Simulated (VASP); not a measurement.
# Gd (P6_3/mmc) in VASP: relaxation of shape and atoms at fixed volume with PBE+U

Aim: the relaxation of shape and atoms at fixed volume of Gd with PBE+U.

Everything below comes from runs of VASP 6.6.1. Logs are shortened: lines on timing, memory, paths and dates and some standing lists are left out, and cuts for length are marked.

## 1. The cell of the first run

It takes space group P6_3/mmc (No. 194, hexagonal). Conventional cell: a = 3.629 Å, b = 3.629 Å, c = 5.808 Å, α = 90.00°, β = 90.00°, γ = 120.00°. Gd (site symmetry -6m2) has 12 Gd at 3.58 to 3.63 Å within 4.7 Å.

## 2. Relaxation of shape and atoms at fixed volume, PBE+U, collinear spin, ferromagnetic start (33.12 Å³/atom)

File INCAR:

```
SYSTEM = Gd
ALGO     = Normal         ! electronic algorithm
EDIFF    = 1E-7           ! SCF threshold, eV
EDIFFG   = -0.01          ! ionic threshold
ENCUT    = 600            ! plane-wave cutoff, eV
GGA      = PE             ! functional
GGA_COMPAT= .FALSE.      
IBRION   = 2              ! ionic algorithm
ISIF     = 4              ! what is computed and relaxed
ISMEAR   = 0              ! smearing method
ISPIN    = 2              ! spin polarisation
KPAR     = 4            
LASPH    = .TRUE.         ! aspherical terms in the spheres
LCHARG   = .FALSE.        ! write CHGCAR
LDAU     = .TRUE.         ! DFT+U
LDAUJ    = 0            
LDAUL    = 3              ! shell
LDAUPRINT= 1            
LDAUTYPE = 2            
LDAUU    = 6              ! U, eV
LMAXMIX  = 6              ! l up to which the mixer works
LORBIT   = 11             ! projections on sites
LREAL    = .FALSE.        ! projectors in reciprocal space
LWAVE    = .FALSE.        ! write WAVECAR
MAGMOM   = 8.24 8.24      ! initial moments
NELM     = 200            ! most SCF steps
NELMIN   = 4            
NSW      = 60             ! ionic steps
PREC     = Accurate       ! precision mode
SIGMA    = 0.05           ! smearing width, eV
```

File KPOINTS:

```
k-points
0
G
  14 14 8
  0 0 0
```

File POSCAR:

```
Gd
1.0
    3.6288557991      0.0000000000      0.0000000000
   -1.8144278995      3.1426813087      0.0000000000
    0.0000000000      0.0000000000      5.8083547028
Gd
2
Direct
    0.3333333333      0.6666666667      0.2500000000
    0.6666666667      0.3333333333      0.7500000000
```

Potentials or basis: VASP PAW PBE potentials, release 64 (Gd).

Command:

```bash
> cat potpaw_PBE.64/Gd/POTCAR > POTCAR
> mpirun -np 4 vasp_std > vasp.out
```

OUTCAR:

```text
SYSTEM = Gd
   EDIFF = 1E-7
   EDIFFG = -0.01
   ENCUT = 600
   GGA = PE
   IBRION = 2
   ISIF = 4
   ISMEAR = 0
   ISPIN = 2
   LASPH = .TRUE.
   LORBIT = 11
   LREAL = .FALSE.
   NELM = 200
   NELMIN = 4
   NSW = 60
   PREC = Accurate

 ion  position               nearest neighbor table
   1  0.333  0.667  0.250-
   2  0.667  0.333  0.750-

  LATTYP: Found a hexagonal cell.
 ALAT       =     3.6288557991
 C/A-ratio  =     1.6006022351

  Lattice vectors:

 A1 = (   3.6288557991,   0.0000000000,   0.0000000000)
 A2 = (  -1.8144278995,   3.1426813087,   0.0000000000)
 A3 = (   0.0000000000,   0.0000000000,   5.8083547028)

Analysis of symmetry for initial positions (statically):
=====================================================================
 Subroutine PRICEL returns:
 Original cell was already a primitive cell.

 Routine SETGRP: Setting up the symmetry group for a
 hexagonal supercell.

 Subroutine GETGRP returns: Found 24 space group operations
 (whereof 12 operations were pure point group operations)
 out of a pool of 24 trial point group operations.

The static configuration has the point symmetry D_3d.
 The point group associated with its full space group is D_6h.

Analysis of symmetry for dynamics (positions and initial velocities):
=====================================================================
 Subroutine PRICEL returns:
 Original cell was already a primitive cell.

 Routine SETGRP: Setting up the symmetry group for a
 hexagonal supercell.

 Subroutine GETGRP returns: Found 24 space group operations
 (whereof 12 operations were pure point group operations)
 out of a pool of 24 trial point group operations.

The dynamic configuration has the point symmetry D_3d.
 The point group associated with its full space group is D_6h.

Analysis of structural, dynamic, and magnetic symmetry:
=====================================================================
 Subroutine PRICEL returns:
 Original cell was already a primitive cell.

 Routine SETGRP: Setting up the symmetry group for a
 hexagonal supercell.

 Subroutine GETGRP returns: Found 24 space group operations
 (whereof 12 operations were pure point group operations)
 out of a pool of 24 trial point group operations.

The overall configuration has the point symmetry D_3d.
 The point group associated with its full space group is D_6h.

 Subroutine INISYM returns: Found 24 space group operations
[... 177 lines left out ...]
  o =  0.9901  v =  0.0000 -0.9998  0.0000 -0.0000  0.0000  0.0214 -0.0000  0.0000  0.0000  0.0000  0.0000  0.0000  0.0000  0.0000      0.0000  0.0000  0.0000  0.0000  0.0000  0.0000  0.0000  0.0000  0.0000  0.0000  0.0000  0.0000  0.0000  0.0000
  o =  0.9901  v =  0.0000 -0.0214  0.0000  0.0000  0.0000 -0.9998 -0.0000  0.0000  0.0000  0.0000  0.0000  0.0000  0.0000  0.0000      0.0000  0.0000  0.0000  0.0000  0.0000  0.0000  0.0000  0.0000  0.0000  0.0000  0.0000  0.0000  0.0000  0.0000
  o =  0.9906  v =  0.0000  0.0000  0.0000 -1.0000  0.0000 -0.0000 -0.0000  0.0000  0.0000  0.0000  0.0000  0.0000  0.0000  0.0000      0.0000  0.0000  0.0000  0.0000  0.0000  0.0000  0.0000  0.0000  0.0000  0.0000  0.0000  0.0000  0.0000  0.0000
  o =  0.9907  v = -1.0000 -0.0000 -0.0000 -0.0000  0.0000 -0.0000 -0.0000  0.0000  0.0000  0.0000  0.0000  0.0000  0.0000  0.0000      0.0000  0.0000  0.0000  0.0000  0.0000  0.0000  0.0000  0.0000  0.0000  0.0000  0.0000  0.0000  0.0000  0.0000

atom =   2  type =  1  l = 3

 onsite density matrix

spin component  1

  0.9907  0.0000  0.0000 -0.0000 -0.0000  0.0000  0.0000
  0.0000  0.9901 -0.0000 -0.0000 -0.0000  0.0000 -0.0000
  0.0000 -0.0000  0.9897 -0.0000  0.0000 -0.0000  0.0000
 -0.0000 -0.0000 -0.0000  0.9906 -0.0000  0.0000 -0.0000
 -0.0000 -0.0000  0.0000 -0.0000  0.9897  0.0000  0.0000
  0.0000  0.0000 -0.0000  0.0000  0.0000  0.9901  0.0000
  0.0000 -0.0000  0.0000 -0.0000  0.0000  0.0000  0.9896

spin component  2

  0.0006 -0.0000  0.0000  0.0000 -0.0000 -0.0000  0.0000
 -0.0000  0.0010  0.0000 -0.0000  0.0000 -0.0000  0.0000
  0.0000  0.0000  0.0005  0.0000  0.0000 -0.0000  0.0000
  0.0000 -0.0000  0.0000  0.0004  0.0000  0.0000 -0.0000
 -0.0000  0.0000  0.0000  0.0000  0.0005  0.0000  0.0000
 -0.0000 -0.0000 -0.0000  0.0000  0.0000  0.0010 -0.0000
  0.0000  0.0000  0.0000 -0.0000  0.0000 -0.0000  0.0004

 occupancies and eigenvectors

  o =  0.0004  v =  0.0000  0.0000  0.0000  0.0000  0.0000  0.0000  0.0000 -0.0000  0.0000  0.0000  1.0000  0.0000 -0.0000  0.0000      0.0000  0.0000  0.0000  0.0000  0.0000  0.0000  0.0000  0.0000  0.0000  0.0000  0.0000  0.0000  0.0000  0.0000
  o =  0.0004  v =  0.0000  0.0000  0.0000  0.0000  0.0000  0.0000  0.0000  0.0000  0.0000  0.0000  0.0000  0.0000 -0.0000 -1.0000      0.0000  0.0000  0.0000  0.0000  0.0000  0.0000  0.0000  0.0000  0.0000  0.0000  0.0000  0.0000  0.0000  0.0000
  o =  0.0005  v =  0.0000  0.0000  0.0000  0.0000  0.0000  0.0000  0.0000 -0.0000 -0.0000  0.6566 -0.0000 -0.7542  0.0000  0.0000      0.0000  0.0000  0.0000  0.0000  0.0000  0.0000  0.0000  0.0000  0.0000  0.0000  0.0000  0.0000  0.0000  0.0000
  o =  0.0005  v =  0.0000  0.0000  0.0000  0.0000  0.0000  0.0000  0.0000 -0.0000 -0.0000 -0.7542  0.0000 -0.6566  0.0000 -0.0000      0.0000  0.0000  0.0000  0.0000  0.0000  0.0000  0.0000  0.0000  0.0000  0.0000  0.0000  0.0000  0.0000  0.0000
  o =  0.0006  v =  0.0000  0.0000  0.0000  0.0000  0.0000  0.0000  0.0000  1.0000  0.0000  0.0000  0.0000 -0.0000  0.0000  0.0000      0.0000  0.0000  0.0000  0.0000  0.0000  0.0000  0.0000  0.0000  0.0000  0.0000  0.0000  0.0000  0.0000  0.0000
  o =  0.0010  v =  0.0000  0.0000  0.0000  0.0000  0.0000  0.0000  0.0000  0.0000 -0.0798 -0.0000 -0.0000 -0.0000 -0.9968  0.0000      0.0000  0.0000  0.0000  0.0000  0.0000  0.0000  0.0000  0.0000  0.0000  0.0000  0.0000  0.0000  0.0000  0.0000
  o =  0.0010  v =  0.0000  0.0000  0.0000  0.0000  0.0000  0.0000  0.0000 -0.0000  0.9968  0.0000 -0.0000 -0.0000 -0.0798  0.0000      0.0000  0.0000  0.0000  0.0000  0.0000  0.0000  0.0000  0.0000  0.0000  0.0000  0.0000  0.0000  0.0000  0.0000
  o =  0.9896  v =  0.0000 -0.0000  0.0000  0.0000  0.0000  0.0000 -1.0000  0.0000  0.0000  0.0000  0.0000  0.0000  0.0000  0.0000      0.0000  0.0000  0.0000  0.0000  0.0000  0.0000  0.0000  0.0000  0.0000  0.0000  0.0000  0.0000  0.0000  0.0000
  o =  0.9897  v = -0.0000  0.0000  0.6420 -0.0000 -0.7667 -0.0000  0.0000  0.0000  0.0000  0.0000  0.0000  0.0000  0.0000  0.0000      0.0000  0.0000  0.0000  0.0000  0.0000  0.0000  0.0000  0.0000  0.0000  0.0000  0.0000  0.0000  0.0000  0.0000
  o =  0.9897  v = -0.0000 -0.0000 -0.7667  0.0000 -0.6420  0.0000 -0.0000  0.0000  0.0000  0.0000  0.0000  0.0000  0.0000  0.0000      0.0000  0.0000  0.0000  0.0000  0.0000  0.0000  0.0000  0.0000  0.0000  0.0000  0.0000  0.0000  0.0000  0.0000
  o =  0.9901  v = -0.0000  0.0502 -0.0000 -0.0000 -0.0000  0.9987 -0.0000  0.0000  0.0000  0.0000  0.0000  0.0000  0.0000  0.0000      0.0000  0.0000  0.0000  0.0000  0.0000  0.0000  0.0000  0.0000  0.0000  0.0000  0.0000  0.0000  0.0000  0.0000
  o =  0.9901  v =  0.0000 -0.9987  0.0000 -0.0000  0.0000  0.0502  0.0000  0.0000  0.0000  0.0000  0.0000  0.0000  0.0000  0.0000      0.0000  0.0000  0.0000  0.0000  0.0000  0.0000  0.0000  0.0000  0.0000  0.0000  0.0000  0.0000  0.0000  0.0000
  o =  0.9906  v =  0.0000 -0.0000  0.0000  1.0000  0.0000  0.0000  0.0000  0.0000  0.0000  0.0000  0.0000  0.0000  0.0000  0.0000      0.0000  0.0000  0.0000  0.0000  0.0000  0.0000  0.0000  0.0000  0.0000  0.0000  0.0000  0.0000  0.0000  0.0000
  o =  0.9907  v =  1.0000  0.0000  0.0000 -0.0000 -0.0000  0.0000  0.0000  0.0000  0.0000  0.0000  0.0000  0.0000  0.0000  0.0000      0.0000  0.0000  0.0000  0.0000  0.0000  0.0000  0.0000  0.0000  0.0000  0.0000  0.0000  0.0000  0.0000  0.0000

 number of electron      35.9999996 magnetization      15.5840132

 Free energy of the ion-electron system (eV)
  ---------------------------------------------------
  ext. energy  EPLUGINS =         0.00000000
  ---------------------------------------------------
  free energy    TOTEN  =       -22.84308854 eV

  energy without entropy =      -22.84095306  energy(sigma->0) =      -22.84202080

 E-fermi :   3.0663     XC(G=0):  -9.9729

 val. band max:        3.0646275324   @ k =   0.2857   0.2857   0.5000
 cond. band min:       3.0707559600   @ k =   0.3571   0.2143   0.3750
 fundamental gap:      0.0061284276
 Fermi energy:         3.0663088612

 spin component 1

 k-point     1 :       0.0000    0.0000    0.0000
  band No.  band energies     occupation
      1     -42.4956      1.00000
      2     -42.4292      1.00000
      3     -20.1952      1.00000
      4     -19.5915      1.00000
      5     -19.5915      1.00000
      6     -19.4900      1.00000
[... 1577 lines left out ...]
     29       6.7377      0.00000
     30       8.7612      0.00000

 [... further k-points ...]
[... 5 lines left out ...]
  --------------------------------------------------------------------------------------
  -------------------------------------------------------------------------------------
  Total        0.3948896      0.3948896      0.4215964      0.0000000      0.0000000     -0.0000000
  in kB        9.5513135      9.5513135     10.1972776      0.0000000      0.0000000     -0.0000000
  external PRESSURE =       9.7666348 kB  Pullay stress =       0.0000000 kB

 VOLUME and BASIS-vectors are now :
 -----------------------------------------------------------------------------
  energy-cutoff  :      600.00
  volume of cell :       66.24
      direct lattice vectors                 reciprocal lattice vectors
     3.628855799  0.000000000  0.000000000     0.275568955  0.159099810  0.000000000
    -1.814427900  3.142681309  0.000000000     0.000000000  0.318199621  0.000000000
     0.000000000  0.000000000  5.808354703     0.000000000  0.000000000  0.172165794

 POSITION                                       TOTAL-FORCE (eV/Angst)
 -----------------------------------------------------------------------------------
     -0.00000      2.09512      1.45209        -0.000000      0.000000      0.000000
      1.81443      1.04756      4.35627         0.000000     -0.000000      0.000000
 -----------------------------------------------------------------------------------
    total drift:                                0.000000     -0.000000      0.000000

  FREE ENERGIE OF THE ION-ELECTRON SYSTEM (eV)
  ---------------------------------------------------
  free  energy   TOTEN  =       -22.8430885373 eV

  energy  without entropy=      -22.8409530558  energy(sigma->0) =      -22.84202080

 reached required accuracy - stopping structural energy minimisation

 total charge

# of ion       s       p       d       f       tot
--------------------------------------------------
    1        2.075   5.573   0.598   6.930  15.175
    2        2.075   5.573   0.598   6.930  15.175
--------------------------------------------------
tot          4.150  11.146   1.195  13.859  30.351

 magnetization (x)

# of ion       s       p       d       f       tot
--------------------------------------------------
    1        0.003  -0.054   0.243   6.921   7.113
    2        0.003  -0.054   0.243   6.921   7.113
--------------------------------------------------
tot          0.007  -0.109   0.486  13.842  14.227
```

It took 5.1 min on 4 MPI ranks of AMD EPYC 7R13 (Zen 3), shared host; peak memory 0.54 GiB.

What came out:

| Quantity | Value |
| --- | --- |
| Free energy | -22.8431 eV |
| Pressure after relaxing | 1.0 GPa |
| Net moment | 15.58 μB per cell |
| Site moments | Gd +7.11 μB |
| Valence electrons inside the program's atomic spheres | Gd 15.18 |

Final structure:
```cif
data_structure
_symmetry_space_group_name_H-M 'P 1'
_symmetry_Int_Tables_number 1
_cell_length_a 3.6289
_cell_length_b 3.6289
_cell_length_c 5.8084
_cell_angle_alpha 90.000
_cell_angle_beta 90.000
_cell_angle_gamma 120.000
_cell_volume 66.24
loop_
_atom_site_label
_atom_site_type_symbol
_atom_site_fract_x
_atom_site_fract_y
_atom_site_fract_z
_atom_site_occupancy
Gd1 Gd 0.33333 0.66667 0.25000 1
Gd2 Gd 0.66667 0.33333 0.75000 1
```

Levels at points of the mesh, in eV from the Fermi level:
Spin up:
```
           k point  band 22  band 23  band 24  band 25  band 26  band 27  band 28  band 29  band 30
(0.00, 0.00, 0.00)    -8.04    -5.21    -2.65     0.85     1.18     1.18     1.29     1.79     1.79
(0.50, 0.00, 0.00)    -8.05    -2.31    -1.88    -1.44    -0.24     0.90     0.95     1.60     4.96
(0.00, 0.00, 0.50)    -8.04    -3.74    -3.74     0.29     0.29     1.11     1.11     1.11     1.11
(0.50, 0.00, 0.50)    -8.07    -2.30    -2.30    -0.64    -0.64     1.31     1.31     2.41     2.41
```
Spin down:
| k point | band 6 | band 7 | band 8 | band 9 | band 10 | band 11 | band 12 | band 13 | band 14 | band 15 |
| --- | --- | --- | --- | --- | --- | --- | --- | --- | --- | --- |
| (0.00, 0.00, 0.00) | -20.11 | -20.11 | -20.11 | -4.26 | -1.51 | 1.72 | 2.22 | 2.22 | 2.29 | 2.76 |
| (0.50, 0.00, 0.00) | -20.42 | -20.33 | -20.21 | -1.12 | -0.98 | -0.65 | 0.88 | 1.91 | 1.97 | 2.58 |
| (0.00, 0.00, 0.50) | -20.17 | -20.17 | -20.17 | -2.72 | -2.72 | 1.33 | 1.33 | 2.21 | 2.21 | 2.21 |
| (0.50, 0.00, 0.50) | -20.33 | -20.31 | -20.31 | -1.43 | -1.43 | 0.52 | 0.52 | 2.11 | 2.11 | 2.87 |

Eigenvalues of the final occupation matrices:
```csv
site,spin,trace,eigenvalues
site 1 f,1,6.93,0.99 0.99 0.99 0.99 0.99 0.99 0.99
site 1 f,2,0.00,0.00 0.00 0.00 0.00 0.00 0.00 0.00
site 2 f,1,6.93,0.99 0.99 0.99 0.99 0.99 0.99 0.99
site 2 f,2,0.00,0.00 0.00 0.00 0.00 0.00 0.00 0.00
```

Caveat: spin-orbit coupling is left out, which moves the levels of the heavy elements. The state reached can hang on the start; a lower one may exist.
